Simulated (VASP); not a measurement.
## LiF: single point with LDA

Crystal: LiF.

```
Li F
1.0
     3.05442    0.00000    0.00000
    -1.52721    2.64521    0.00000
     0.00000    0.00000    5.17205
Li F
2 2
Direct
  0.33333 0.66667 0.38398
  0.66667 0.33333 0.88398
  0.33333 0.66667 0.99102
  0.66667 0.33333 0.49102
```

| Item | Value |
| --- | --- |
| Program | VASP 6.6.1 |
| Task | single point |
| Functional | LDA |
| Potentials or basis | VASP PAW LDA potentials, release 64 (Li_sv, F) |
| Cutoff | 520 eV |
| k mesh | 9 × 9 × 6 |
| Occupations | gaussian, width 0.05 eV |
| Spin | no spin polarisation |
| Dipole correction | no |
| Further INCAR settings | ALGO = Normal; EDIFF = 1e-07; NBANDS = 18 |

```
Largest force          : 0.178 eV/Å
Band gap on the k mesh : 7.27 eV
```

Forces in eV/Å, atoms in the order of the input:
```
Li   0.000  0.000 -0.178
Li   0.000  0.000 -0.178
F    0.000  0.000  0.178
F    0.000  0.000  0.178
```

Levels at points of the mesh, in eV from the valence-band top:
| k point | band 8 | band 9 | band 10 | band 11 | band 12 | band 13 |
| --- | --- | --- | --- | --- | --- | --- |
| (0.00, 0.00, 0.00) | -0.07 | -0.07 | 0.00 | 7.27 | 11.04 | 14.19 |
| (0.00, 0.00, 0.50) | -0.18 | -0.18 | -0.18 | 8.84 | 8.84 | 16.22 |

Run time: 26 s on 1 thread of Intel(R) Xeon(R) Platinum 8259CL CPU @ 2.50GHz (Skylake/Cascade Lake) (shared host), peak memory 0.15 GiB.

Caveat: an odd mesh through Γ misses points on the zone boundary, where band edges can lie.
